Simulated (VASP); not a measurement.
# Mg (P6_3/mmc) in VASP: further runs, part 2 of 3

VASP 6.6.1. The steps go on from the part before.

## Step 4: Electric field gradients, LDA

This run uses another cell than the first one, of 23.24 Å³/atom, 1.020 times its volume.

INCAR

```
ALGO = Normal
EDIFF = 1E-8
ENCUT = 520
ISIF = 2
ISMEAR = -1
LASPH = True
LCHARG = False
LEFG = True
LREAL = False
LWAVE = False
NBANDS = 9
NELM = 60
PREC = Accurate
SIGMA = 0.05
```

KPOINTS

```
k-points
0
Gamma
  12 12 7
```

POSCAR

```
Mg
1.0
    3.2092715325      0.0000000000      0.0000000000
   -1.6046357662      2.7793106748      0.0000000000
    0.0000000000      0.0000000000      5.2103300000
Mg
2
Direct
    0.3333333333      0.6666666667      0.2500000000
    0.6666666667      0.3333333333      0.7500000000
```

Potentials or basis: VASP PAW LDA potentials, release 64 (Mg).

Run with:

```bash
cat potpaw_LDA.64/Mg/POTCAR > POTCAR
mpirun -np 1 vasp_std > vasp.out
```

OUTCAR:

```text
EDIFF = 1E-8
   ENCUT = 520
   ISIF = 2
   ISMEAR = -1
   LASPH = True
   LREAL = False
   NELM = 60
   PREC = Accurate

 ion  position               nearest neighbor table
   1  0.333  0.667  0.250-   2 3.20   2 3.20   2 3.20   2 3.20   2 3.20   2 3.20
   2  0.667  0.333  0.750-   1 3.20   1 3.20   1 3.20   1 3.20   1 3.20   1 3.20

  LATTYP: Found a hexagonal cell.
 ALAT       =     3.2092715325
 C/A-ratio  =     1.6235242008

  Lattice vectors:

 A1 = (   3.2092715325,   0.0000000000,   0.0000000000)
 A2 = (  -1.6046357662,   2.7793106748,   0.0000000000)
 A3 = (   0.0000000000,   0.0000000000,   5.2103300000)

Analysis of symmetry for initial positions (statically):
[... 35 lines left out ...]
                                     Primitive cell

  volume of cell :      46.4739

  direct lattice vectors                    reciprocal lattice vectors
     3.209271532  0.000000000  0.000000000     0.311597193  0.179900723  0.000000000
    -1.604635766  2.779310675  0.000000000     0.000000000  0.359801446  0.000000000
     0.000000000  0.000000000  5.210330000     0.000000000  0.000000000  0.191926423

  length of vectors
     3.209271532  3.209271532  5.210330000     0.359801446  0.359801446  0.191926423

  position of ions in fractional coordinates (direct lattice)
     0.333333333  0.666666667  0.250000000
     0.666666667  0.333333333  0.750000000

  ion indices of the primitive-cell ions
   primitive index   ion index
                 1           1
                 2           2

----------------------------------------------------------------------------------------

 KPOINTS: k-points

Automatic generation of k-mesh.
 Grid dimensions read from file:
 generate k-points for:   12   12    7

 Generating k-lattice:

[... 123 lines left out ...]
      6      13.2489      0.00000
      7      13.2489      0.00000
      8      14.1577      0.00000
      9      15.6673      0.00000
[... 265 lines left out ...]
 k-point    24 :       0.3333    0.0000    0.1429
  band No.  band energies     occupation
      1      -2.2062      2.00000
      2       1.5671      2.00000
      3       3.8529      0.00000
      4       4.8321      0.00000
      5       7.6201      0.00000
      6       9.7015      0.00000
      7       9.9766      0.00000
      8      11.5383      0.00000
      9      13.0357      0.00000

 [... further k-points ...]
[... 5 lines left out ...]
  --------------------------------------------------------------------------------------
  -------------------------------------------------------------------------------------
  Total       -0.7357256     -0.7357256     -0.9914296     -0.0000000      0.0000000      0.0000000
  in kB      -25.3639958    -25.3639958    -34.1793414     -0.0000000      0.0000000      0.0000000
  external PRESSURE =     -28.3024443 kB  Pullay stress =       0.0000000 kB

 VOLUME and BASIS-vectors are now :
 -----------------------------------------------------------------------------
  energy-cutoff  :      520.00
  volume of cell :       46.47
      direct lattice vectors                 reciprocal lattice vectors
     3.209271532  0.000000000  0.000000000     0.311597193  0.179900723  0.000000000
    -1.604635766  2.779310675  0.000000000     0.000000000  0.359801446  0.000000000
     0.000000000  0.000000000  5.210330000     0.000000000  0.000000000  0.191926423

 POSITION                                       TOTAL-FORCE (eV/Angst)
 -----------------------------------------------------------------------------------
     -0.00000      1.85287      1.30258         0.000000     -0.000000      0.000000
      1.60464      0.92644      3.90775        -0.000000      0.000000      0.000000
 -----------------------------------------------------------------------------------
    total drift:                                0.000000     -0.000000      0.000000

  FREE ENERGIE OF THE ION-ELECTRON SYSTEM (eV)
  ---------------------------------------------------
  free  energy   TOTEN  =        -3.5900737041 eV

  energy  without entropy=       -3.5823471041  energy(sigma->0) =       -3.58621040

 Electric field gradients (V/A^2)
---------------------------------------------------------------------
 ion       V_xx      V_yy      V_zz      V_xy      V_xz      V_yz
---------------------------------------------------------------------
   1      -0.634    -0.634     1.267    -0.000    -0.000     0.000
   2      -0.634    -0.634     1.267    -0.000     0.000    -0.000
---------------------------------------------------------------------

 Electric field gradients after diagonalization (V/A^2)
 (convention: |V_zz| > |V_xx| > |V_yy|)
----------------------------------------------------------------------
 ion       V_xx      V_yy      V_zz     asymmetry (V_yy - V_xx)/ V_zz
----------------------------------------------------------------------
   1      -0.634    -0.634     1.267       0.000
   2      -0.634    -0.634     1.267       0.000
----------------------------------------------------------------------

           NMR quadrupolar parameters

 Cq : quadrupolar parameter    Cq=e*Q*V_zz/h
 eta: asymmetry parameters     (V_yy - V_xx)/ V_zz
 Q  : nuclear electric quadrupole moment in mb (millibarn)
----------------------------------------------------------------------
 ion       Cq(MHz)       eta       Q (mb)
----------------------------------------------------------------------
   1       0.003       0.000       1.000
   2       0.003       0.000       1.000
----------------------------------------------------------------------
```

OSZICAR:

```text
N       E                     dE             d eps       ncg     rms          rms(c)
DAV:   1    -0.905194581479E+00   -0.90519E+00   -0.13165E+03  1368   0.316E+02
DAV:   2    -0.356276114443E+01   -0.26576E+01   -0.25764E+01  1830   0.274E+01
DAV:   3    -0.361076759537E+01   -0.48006E-01   -0.47186E-01  1822   0.281E+00
DAV:   4    -0.361090651072E+01   -0.13892E-03   -0.13889E-03  1691   0.147E-01
DAV:   5    -0.361090696247E+01   -0.45174E-06   -0.45142E-06  1725   0.856E-03    0.949E-01
DAV:   6    -0.359937849184E+01    0.11528E-01   -0.81294E-04  1569   0.155E-01    0.603E-01
DAV:   7    -0.359008205270E+01    0.92964E-02   -0.27897E-03  1436   0.283E-01    0.314E-02
DAV:   8    -0.359007486112E+01    0.71916E-05   -0.17743E-05  1987   0.217E-02    0.668E-03
DAV:   9    -0.359007370472E+01    0.11564E-05   -0.59728E-07  1519   0.341E-03    0.600E-04
DAV:  10    -0.359007370413E+01    0.59200E-09   -0.26619E-09  1789   0.318E-04
   1 F= -.35900737E+01 E0= -.35862104E+01  d E =-.772660E-02
```

stdout:

```text
POSCAR found type information on POSCAR Mg
 POSCAR found :  1 types and       2 ions
 scaLAPACK will be used
 LDA part: xc-table for (Slater(with rela. corr.)+CA(PZ))
 , standard interpolation
 POSCAR, INCAR and KPOINTS ok, starting setup
 FFT: planning ... GRIDC
 FFT: planning ... GRID_SOFT
 FFT: planning ... GRID
 WAVECAR not read
 entering main loop
ion   1

ion   2
```

It took 8.6 s on 1 thread of Intel Xeon Platinum 8488C (Sapphire Rapids), shared host; peak memory 0.15 GiB.

What came out:

| Item | Value |
| --- | --- |
| Free energy | -3.5901 eV |
| Pressure | -2.8 GPa |
| Band gap on the k mesh | zero (band 2 reaches 3.41 eV, above the bottom of band 3 at 1.13 eV) |

Stress tensor (GPa, compression positive):
```
-2.54  0.00  0.00
 0.00 -2.54  0.00
 0.00  0.00 -3.42
```

Levels at points of the mesh, in eV from the Fermi level:
| k point | band 1 | band 2 | band 3 | band 4 | band 5 | band 6 | band 7 |
| --- | --- | --- | --- | --- | --- | --- | --- |
| (0.00, 0.00, 0.00) | -6.82 | -1.58 | -1.23 | 10.88 | 10.88 | 10.89 | 10.89 |
| (0.50, 0.00, 0.00) | -2.09 | -2.05 | 2.69 | 3.11 | 3.25 | 3.67 | 6.80 |

Electric field gradients, principal values (V/Å²):
| atom | least | middle | greatest (by size) |
| --- | --- | --- | --- |
| 1 Mg | -0.634 | -0.634 | 1.267 |
| 2 Mg | -0.634 | -0.634 | 1.267 |

Caveat: without QUAD_EFG the Cq values of the log hold for a quadrupole moment of 1 mb, not for the nuclei.

## Step 5: Electric field gradients, LDA

This run uses another cell than the first one, of 23.24 Å³/atom, 1.020 times its volume.

INCAR

```
PREC = Accurate
ENCUT = 520
EDIFF = 1E-8
ISMEAR = -1
SIGMA = 0.05
LREAL = F
LASPH = T
NELM = 60
ALGO = Normal
ISIF = 2
LWAVE = F
LCHARG = F
GGA = CA
LEFG = T
NBANDS = 9
```

KPOINTS

```
Automatic mesh
0
Gamma
  12 12 7
```

POSCAR is that of step 4.

Potentials or basis: VASP PAW LDA potentials, release 64 (Mg).

Run with:

```bash
cat potpaw_LDA.64/Mg/POTCAR > POTCAR
mpirun -np 1 vasp_std > vasp.out
```

OUTCAR:

```text
PREC = Accurate
   ENCUT = 520
   EDIFF = 1E-8
   ISMEAR = -1
   LREAL = F
   LASPH = T
   NELM = 60
   ISIF = 2
   GGA = CA

 ion  position               nearest neighbor table
   1  0.333  0.667  0.250-   2 3.20   2 3.20   2 3.20   2 3.20   2 3.20   2 3.20
   2  0.667  0.333  0.750-   1 3.20   1 3.20   1 3.20   1 3.20   1 3.20   1 3.20

  LATTYP: Found a hexagonal cell.
 ALAT       =     3.2092715325
 C/A-ratio  =     1.6235242008

  Lattice vectors:

[... 502 lines left out ...]

  FREE ENERGIE OF THE ION-ELECTRON SYSTEM (eV)
  ---------------------------------------------------
  free  energy   TOTEN  =        -3.5900737041 eV

  energy  without entropy=       -3.5823471041  energy(sigma->0) =       -3.58621040

 Electric field gradients (V/A^2)
---------------------------------------------------------------------
 ion       V_xx      V_yy      V_zz      V_xy      V_xz      V_yz
---------------------------------------------------------------------
   1      -0.634    -0.634     1.267    -0.000    -0.000     0.000
   2      -0.634    -0.634     1.267    -0.000     0.000    -0.000
---------------------------------------------------------------------

 Electric field gradients after diagonalization (V/A^2)
 (convention: |V_zz| > |V_xx| > |V_yy|)
----------------------------------------------------------------------
 ion       V_xx      V_yy      V_zz     asymmetry (V_yy - V_xx)/ V_zz
----------------------------------------------------------------------
   1      -0.634    -0.634     1.267       0.000
   2      -0.634    -0.634     1.267       0.000
----------------------------------------------------------------------

           NMR quadrupolar parameters

 Cq : quadrupolar parameter    Cq=e*Q*V_zz/h
 eta: asymmetry parameters     (V_yy - V_xx)/ V_zz
 Q  : nuclear electric quadrupole moment in mb (millibarn)
----------------------------------------------------------------------
 ion       Cq(MHz)       eta       Q (mb)
----------------------------------------------------------------------
   1       0.003       0.000       1.000
   2       0.003       0.000       1.000
----------------------------------------------------------------------
```

stdout:

```text
POSCAR found type information on POSCAR Mg
 POSCAR found :  1 types and       2 ions
 scaLAPACK will be used
 LDA part: xc-table for (Slater(with rela. corr.)+CA(PZ))
 , standard interpolation
 POSCAR, INCAR and KPOINTS ok, starting setup
 FFT: planning ... GRIDC
 FFT: planning ... GRID_SOFT
 FFT: planning ... GRID
 WAVECAR not read
 entering main loop
ion   1

ion   2
```

Wall time 8.5 s (1 thread of Intel Xeon Platinum 8488C (Sapphire Rapids), shared host); peak memory 0.16 GiB.

What came out:

| Property | Result |
| --- | --- |
| Free energy | -3.5901 eV |
| Pressure | -2.8 GPa |
| Band gap on the k mesh | zero (band 2 reaches 3.41 eV, above the bottom of band 3 at 1.13 eV) |

Electric field gradients, principal values (V/Å²):
```tsv
atom	least	middle	greatest (by size)
1 Mg	-0.634	-0.634	1.267
2 Mg	-0.634	-0.634	1.267
```

Caveat: without QUAD_EFG the Cq values of the log hold for a quadrupole moment of 1 mb, not for the nuclei.

[end of part 2 of 3]
